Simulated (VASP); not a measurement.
# CdSe (F-43m) in VASP: relaxation of cell and atoms with r2SCAN

Aim: the relaxation of cell and atoms of CdSe with r2SCAN.

Everything below comes from runs of VASP 6.6.1. Logs are shortened: lines on timing, memory, paths and dates and some standing lists are left out, and cuts for length are marked.

## Step 1: The cell of the first run

It takes space group F-43m (No. 216, cubic). Conventional cell: a = 6.134 Å, b = 6.134 Å, c = 6.134 Å, α = 90.00°, β = 90.00°, γ = 90.00°. Cd (site symmetry -43m) has 4 Se at 2.66 Å within 3.5 Å. Se (site symmetry -43m) has 4 Cd at 2.66 Å within 3.5 Å.

## Step 2: Relaxation of cell and atoms, r2SCAN, target pressure 2 GPa, at which the enthalpy is minimised

File POSCAR:

```
CdSe
1.0
    3.0667787416      3.0667787416      0.0000000000
   -3.0667787416      3.0667787416      0.0000000000
    0.0000000000      3.0667787416      3.0667787416
Cd Se
1 1
Direct
    0.0000000000      0.0000000000      0.0000000000
    0.7500000000      0.2500000000      0.5000000000
```

File INCAR.step1:

```
  ALGO = Normal
  EDIFF = 1E-4
  ENCUT = 600
  GGA = PE
  ISMEAR = 0
  LASPH = T
  LCHARG = F
  LREAL = F
  LWAVE = T
  NELM = 80
  PREC = Accurate
  SIGMA = 0.01
```

File INCAR.step2:

```
  ALGO = Normal
  EDIFF = 1E-6
  EDIFFG = -0.002
  ENCUT = 600
  IBRION = 2
  ISIF = 3
  ISMEAR = 0
  ISTART = 1
  LASPH = T
  LCHARG = F
  LMIXTAU = T
  LREAL = F
  LWAVE = F
  METAGGA = R2SCAN
  NELM = 80
  NSW = 100
  PREC = Accurate
  PSTRESS = 20.0
  SIGMA = 0.01
```

File KPOINTS:

```
k-points
0
Gamma
  6 6 6
```

Potentials or basis: VASP PAW PBE potentials, release 64 (Cd, Se).

The run is started by

```console
$ cat potpaw_PBE.64/Cd/POTCAR potpaw_PBE.64/Se/POTCAR > POTCAR
$ cp INCAR.step1 INCAR
$ mpirun -np 1 vasp_std > vasp.out
$ cp INCAR.step2 INCAR
$ mpirun -np 1 vasp_std > vasp.out
```

OUTCAR:

```text
EDIFF = 1E-6
   EDIFFG = -0.002
   ENCUT = 600
   IBRION = 2
   ISIF = 3
   ISMEAR = 0
   ISTART = 1
   LASPH = T
   LREAL = F
   METAGGA = R2SCAN
   NELM = 80
   NSW = 100
   PREC = Accurate
   PSTRESS = 20.0

 ion  position               nearest neighbor table
   1  0.000  0.000  0.000-   2 2.66   2 2.66   2 2.66   2 2.66
   2  0.750  0.250  0.500-   1 2.66   1 2.66   1 2.66   1 2.66

  LATTYP: Found a face centered cubic cell.
 ALAT       =     6.1335574832

  Lattice vectors:

 A1 = (   0.0000000000,   3.0667787416,   3.0667787416)
 A2 = (   3.0667787416,   0.0000000000,   3.0667787416)
 A3 = (   3.0667787416,   3.0667787416,   0.0000000000)

Analysis of symmetry for initial positions (statically):
=====================================================================
 Subroutine PRICEL returns:
 Original cell was already a primitive cell.

 Routine SETGRP: Setting up the symmetry group for a
 face centered cubic supercell.

 Subroutine GETGRP returns: Found 24 space group operations
 (whereof 24 operations were pure point group operations)
 out of a pool of 48 trial point group operations.

The static configuration has the point symmetry T_d .

Analysis of symmetry for dynamics (positions and initial velocities):
=====================================================================
 Subroutine PRICEL returns:
 Original cell was already a primitive cell.

 Routine SETGRP: Setting up the symmetry group for a
 face centered cubic supercell.

 Subroutine GETGRP returns: Found 24 space group operations
 (whereof 24 operations were pure point group operations)
 out of a pool of 48 trial point group operations.

The dynamic configuration has the point symmetry T_d .

 Subroutine INISYM returns: Found 24 space group operations
 (whereof 24 operations are pure point group operations),
 and found     1 'primitive' translations

----------------------------------------------------------------------------------------

                                     Primitive cell

  volume of cell :      57.6869

  direct lattice vectors                    reciprocal lattice vectors
     3.066778742  3.066778742  0.000000000     0.163037520  0.163037520 -0.163037520
    -3.066778742  3.066778742  0.000000000    -0.163037520  0.163037520 -0.163037520
     0.000000000  3.066778742  3.066778742     0.000000000  0.000000000  0.326075040

  length of vectors
     4.337080089  4.337080089  4.337080089     0.282389268  0.282389268  0.326075040

  position of ions in fractional coordinates (direct lattice)
     0.000000000  0.000000000  0.000000000
     0.750000000  0.250000000  0.500000000

  ion indices of the primitive-cell ions
   primitive index   ion index
                 1           1
                 2           2

----------------------------------------------------------------------------------------

 KPOINTS: k-points

Automatic generation of k-mesh.
 Grid dimensions read from file:
 generate k-points for:    6    6    6

 Generating k-lattice:

  Cartesian coordinates                     Fractional coordinates (reciprocal lattice)
     0.027172920  0.027172920 -0.027172920     0.166666667  0.000000000  0.000000000
    -0.027172920  0.027172920 -0.027172920     0.000000000  0.166666667  0.000000000
     0.000000000  0.000000000  0.054345840     0.000000000  0.000000000  0.166666667

  Length of vectors
     0.047064878  0.047064878  0.054345840

  Shift w.r.t. Gamma in fractional coordinates (k-lattice)
     0.000000000  0.000000000  0.000000000

 Subroutine IBZKPT returns following result:
 ===========================================

 Found     16 irreducible k-points:

 Following reciprocal coordinates:
            Coordinates               Weight
  0.000000  0.000000  0.000000      1.000000
  0.166667  0.000000  0.000000      8.000000
  0.333333  0.000000  0.000000      8.000000
  0.500000  0.000000  0.000000      4.000000
  0.166667  0.166667  0.000000     12.000000
  0.333333  0.166667  0.000000     24.000000
[... 8 lines left out ...]
  0.500000  0.333333  0.166667     24.000000
  0.500000  0.500000  0.166667     12.000000
   k-points           NKPTS =     16   k-points in BZ     NKDIM =     16   number of bands    NBANDS=     13
   number of dos      NEDOS =    301   number of ions     NIONS =      2
   total plane-waves  NPLWV =  46656
   dimension x,y,z NGX =    36 NGY =   36 NGZ =   36
   dimension x,y,z NGXF=    72 NGYF=   72 NGZF=   72
   ions per type =               1   1
   NGX,Y,Z   is equivalent  to a cutoff of  13.80, 13.80, 13.80 a.u.
   NGXF,Y,Z  is equivalent  to a cutoff of  27.60, 27.60, 27.60 a.u.
 SYSTEM =  unknown system
   PREC   = accura    normal or accurate (medium, high low for compatibility)
   ISTART =      1    job   : 0-new  1-cont  2-samecut
   ICHARG =      0    charge: 1-file 2-atom 10-const
   ISPIN  =      1    spin polarized calculation?
   LNONCOLLINEAR =      F non collinear calculations
   LSORBIT =      F    spin-orbit coupling
   LASPH  =      T    aspherical Exc in radial PAW
   ENCUT  =  600.0 eV  44.10 Ry    6.64 a.u.   8.66  8.66  8.66*2*pi/ulx,y,z
   NELM   =     80;   NELMIN=  2; NELMDL=  0     # of ELM steps
   EDIFF  = 0.1E-05   stopping-criterion for ELM
   LREAL  =      F    real-space projection
   EDIFFG = -.2E-02   stopping-criterion for IOM
   NSW    =    100    number of steps for IOM
   IBRION =      2    ionic relax: 0-MD 1-quasi-New 2-CG
   NFREE  =      1    steps in history (QN), initial steepest desc. (CG)
   ISIF   =      3    stress and relaxation
   ISYM   =      2    0-nonsym 1-usesym 2-fastsym
   POTIM  = 0.5000    time-step for ionic-motion
   TEBEG  =    0.0;   TEEND  =   0.0 temperature during run
   PSTRESS=   20.0 pullay stress
   NELECT =      18.0000    total number of electrons
   NUPDOWN=      -1.0000    fix difference up-down
   EMIN   =  10.00;   EMAX   =-10.00  energy-range for DOS
   EFERMI =   0.00;   METHOD = LEGACY
   ISMEAR =     0;   SIGMA  =   0.01  broadening in eV -4-tet -1-fermi 0-gaus
   EFERMI_NEDOS =   21; number of points for ismear=-14 and -15
   IALGO  =     38    algorithm
   IMIX   =      4    mixing-type and parameters
     AMIX     =   0.40;   BMIX     =  1.00
     AMIX_MAG =   1.60;   BMIX_MAG =  1.00
  volume/ion in A,a.u.               =      28.84       194.65
  Fermi-wavevector in a.u.,A,eV,Ry     =   1.110384  2.098322 16.775341  1.232953
  Thomas-Fermi vector in A             =   2.246935
   LORBIT       =      0    0 simple, 1 ext, 2 COOP (PROOUT), +10 PAW based schemes
   METAGGA = R2SCAN    functional components
   LHFCALC =     F    Hartree Fock is set to
   AEXX    =    0.0000 exact exchange contribution
   IVDW    =     0    specifies the selected vdW correction
   LEPSILON=     F    determine dielectric tensor
   LRPA    =     F    only Hartree local field effects (RPA)
 conjugate gradient relaxation of ions
 non-spin polarized calculation
 Gauss-broadening in eV      SIGMA  =   0.01
  energy-cutoff  :      600.00
  volume of cell :       57.69
 maximum number of plane-waves:      1964
 NGX is ok and might be reduce to    36
   NGX = 17   NGY = 17   NGZ = 17

--------------------------------------- Ionic step        1  -------------------------------------------

 number of electron      17.9999997 magnetization

 Free energy of the ion-electron system (eV)
  ---------------------------------------------------
  ext. energy  EPLUGINS =         0.00000000
  ---------------------------------------------------
  free energy    TOTEN  =       -35.91339745 eV

  energy without entropy =      -35.91339745  energy(sigma->0) =      -35.91339745

------------------------ aborting loop because EDIFF is reached ----------------------------------------

  FORCE on cell =-STRESS in cart. coord.  units (eV):
  Direction    XX          YY          ZZ          XY          YZ          ZX
  --------------------------------------------------------------------------------------
  -------------------------------------------------------------------------------------
  Total        0.0714321      0.0714321      0.0714321     -0.0000000     -0.0000000      0.0000000
  in kB        1.9839327      1.9839327      1.9839327     -0.0000000     -0.0000000      0.0000000
  external PRESSURE =     -18.0160673 kB  Pullay stress =      20.0000000 kB

 VOLUME and BASIS-vectors are now :
 -----------------------------------------------------------------------------
  energy-cutoff  :      600.00
  volume of cell :       57.69
      direct lattice vectors                 reciprocal lattice vectors
     3.066778742  3.066778742  0.000000000     0.163037520  0.163037520 -0.163037520
    -3.066778742  3.066778742  0.000000000    -0.163037520  0.163037520 -0.163037520
     0.000000000  3.066778742  3.066778742     0.000000000  0.000000000  0.326075040
[... 46 lines left out ...]
  FREE ENERGIE OF THE ION-ELECTRON SYSTEM (eV)
  ---------------------------------------------------
  free  energy   TOTEN  =       -35.8880294059 eV

  energy  without entropy=      -35.8880294059  energy(sigma->0) =      -35.88802941

  enthalpy is  TOTEN    =       -35.2011990222 eV   P V=        0.6868303836

--------------------------------------- Ionic step        3  -------------------------------------------

 number of electron      18.0000000 magnetization

 Free energy of the ion-electron system (eV)
  ---------------------------------------------------
  ext. energy  EPLUGINS =         0.00000000
  ---------------------------------------------------
  free energy    TOTEN  =       -35.90129715 eV

  energy without entropy =      -35.90129715  energy(sigma->0) =      -35.90129715

 E-fermi :   0.7537     XC(G=0):  -9.4595

 val. band max:        0.6997121102   @ k =   0.0000   0.0000   0.0000
 cond. band min:       1.8000822401   @ k =   0.0000   0.0000   0.0000
 fundamental gap:      1.1003701298
 Fermi energy:         0.7537266407

 k-point     1 :       0.0000    0.0000    0.0000
  band No.  band energies     occupation
      1     -12.3599      2.00000
      2      -7.4925      2.00000
      3      -7.4925      2.00000
      4      -7.4925      2.00000
      5      -7.0823      2.00000
      6      -7.0823      2.00000
      7       0.6997      2.00000
      8       0.6997      2.00000
      9       0.6997      2.00000
     10       1.8001      0.00000
     11       7.1725      0.00000
     12       7.1725      0.00000
     13       7.1725      0.00000

 k-point     2 :       0.1667    0.0000    0.0000
  band No.  band energies     occupation
      1     -12.2646      2.00000
      2      -7.4615      2.00000
      3      -7.4615      2.00000
      4      -7.3967      2.00000
      5      -7.0830      2.00000
      6      -7.0830      2.00000
      7      -0.9474      2.00000
      8       0.4856      2.00000
      9       0.4856      2.00000
     10       3.0523      0.00000
     11       6.8895      0.00000
[... 246 lines left out ...]
 POSITION                                       TOTAL-FORCE (eV/Angst)
 -----------------------------------------------------------------------------------
     -0.00000      3.03439      3.03439        -0.000000     -0.000000      0.000000
      1.51719      4.55158      1.51719         0.000000      0.000000     -0.000000
 -----------------------------------------------------------------------------------
    total drift:                                0.000003      0.000000      0.000000

  FREE ENERGIE OF THE ION-ELECTRON SYSTEM (eV)
  ---------------------------------------------------
  free  energy   TOTEN  =       -35.9012971534 eV

  energy  without entropy=      -35.9012971534  energy(sigma->0) =      -35.90129715

  enthalpy is  TOTEN    =       -35.2037678747 eV   P V=        0.6975292787

 reached required accuracy - stopping structural energy minimisation
```

Run time: 3.7 min. Hardware: 1 thread of Intel Xeon 8259CL, shared host; peak memory 0.24 GiB.

What came out:

```yaml
Free_energy: -35.9013 eV
Relaxed_volume: 27.94 Å³/atom
Relaxed_cell: a = 4.291 Å, b = 4.291 Å, c = 4.291 Å, α = 60.00°, β = 60.00°, γ = 90.00°
Space_group_after_relaxing_to_0.1_Å: F-43m (No. 216)
Energy_change_on_relaxing_the_run_minimises_the_enthalpy: +6.1 meV/atom
Ionic_steps: 3
Pressure_after_relaxing: 2.0 GPa
Band_gap_on_the_k_mesh: 1.10 eV
```

The path:
| step | energy change (eV) | largest force (eV/Å) | pressure (GPa) | volume (Å³) |
| --- | --- | --- | --- | --- |
| 1 | 0.0000 | 0.0000 | 0.20 | 57.69 |
| 2 | 0.0254 | 0.0000 | 2.97 | 55.02 |
| 3 | 0.0121 | 0.0000 | 2.01 | 55.88 |

Final structure:
```
Cd Se
1.0
     3.03439    3.03439    0.00000
    -3.03439    3.03439    0.00000
     0.00000    3.03439    3.03439
Cd Se
1 1
Direct
  0.00000 0.00000 0.00000
  0.75000 0.25000 0.50000
```

Caveat: the cell is relaxed towards a set pressure, so the run minimises the enthalpy, not the energy; the PAW data sets were made with another functional, which shifts forces and pressure a little.
